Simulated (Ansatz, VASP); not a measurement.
**BAs2 in VASP and in Ansatz**

```xyz
3
Lattice="3.0379 0.0000 0.0000 0.0000 3.0379 0.0000 0.0000 0.0000 6.3198" Properties=species:S:1:pos:R:3 pbc="T T T"
B     0.0000    0.0000    0.0000
As    1.5189    1.5189    1.1933
As    1.5189    1.5189    5.1265
```

Change from the starting cell: species swapped into the Ga2Cu type (P4/mmm, No. 123).

Alike in both runs: functional PBE; k mesh 6 × 6 × 4; occupations gaussian, width 0.1 eV; no spin polarisation.

Ansatz relaxed the structure, and its values are those at the end. VASP's run is a single point on that final structure, the one shown.

```csv
,VASP,Ansatz
version,VASP 6.6.1,Ansatz 0.2.0
potentials or method,"VASP PAW PBE potentials, release 64 (B, As_d), cutoff 600 eV","scalar-relativistic, plane waves, PAW"
valence electrons in the cell,33,33
```

|  | VASP | Ansatz | Ansatz less VASP |
| --- | --- | --- | --- |
| gap on the k mesh at the Fermi level (eV) | none | none | - |
| pressure (GPa) | 0.2 | 0.1 | -0.09 |
| rms of the force components (eV/Å) | 0.007 | 0.001 | -0.0057 |

A gap of «none» marks a metal or a gap that the smearing closes.
